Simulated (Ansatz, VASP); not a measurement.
# GaC2: VASP beside Ansatz

INCAR

```
PREC = Accurate
ENCUT = 600
EDIFF = 1E-6
ISMEAR = 0
SIGMA = 0.1
LREAL = F
LASPH = T
NELM = 80
ALGO = Normal
ISIF = 3
LWAVE = F
LCHARG = F
GGA = PE
IBRION = 2
NSW = 100
EDIFFG = -0.01
```

File KPOINTS:

```
Automatic mesh
0
Gamma
  14 14 6
```

The input POSCAR:

```
GaC2
1.0
    2.8540242318      0.0000000000      0.0000000000
    0.0000000000      2.8540242318      0.0000000000
    0.0000000000      0.0000000000      8.0165550472
Ga C
2 4
Direct
    0.0000000000      0.5000000000      0.6518331228
    0.5000000000      0.0000000000      0.3481668772
    0.0000000000      0.0000000000      0.0000000000
    0.5000000000      0.5000000000      0.0000000000
    0.0000000000      0.5000000000      0.3653372630
    0.5000000000      0.0000000000      0.6346627370
```

Input for Ansatz:

```yaml
crystal:
  lattice:
    - [2.8540242318, 0.0, 0.0]
    - [0.0, 2.8540242318, 0.0]
    - [0.0, 0.0, 8.0165550472]
  atoms:
    - { symbol: Ga, position: [0.0, 0.5, 0.6518331228] }
    - { symbol: Ga, position: [0.5, 0.0, 0.3481668772] }
    - { symbol: C, position: [0.0, 0.0, 0.0] }
    - { symbol: C, position: [0.5, 0.5, 0.0] }
    - { symbol: C, position: [0.0, 0.5, 0.365337263] }
    - { symbol: C, position: [0.5, 0.0, 0.634662737] }
basis:
  ecutwfc: 420
kpoints:
  mp_grid: { grid: [14, 14, 6] }
hamiltonian:
  xc: pbe
scf:
  occupations: { method: gaussian, width: 0.1 }
output:
  forces: true
  stress: true
  eigenvalues: true
  write_density: true
  write_potential: true
  elf: true
  volumetric_format: npy
relax:
  adjacent_minimum: "off"
  f_tol: 0.01
  max_steps: 80
  cell: { stress_tol: 0.05 }
```

Alike in both runs: task relaxation of cell and atoms; functional PBE; k mesh 14 × 14 × 6; occupations gaussian, width 0.1 eV; no spin polarisation.

```csv
,VASP,Ansatz
version,VASP 6.6.1,Ansatz 0.2.0
potentials or method,"VASP PAW PBE potentials, release 64 (Ga_d, C), cutoff 600 eV","scalar-relativistic, plane waves, PAW"
valence electrons in the cell,42,42
```

```csv
,VASP,Ansatz,Ansatz less VASP
"gap on the k mesh at the Fermi level, each at its own relaxed structure (eV)",none,none,-
relaxed volume (Å³/atom),11.03,11.14,+0.116
relaxed length of the cell vector where the two differ most in proportion (Å),8.176,8.268,+0.0925
```

A gap of «none» marks a metal or a gap that the smearing closes.
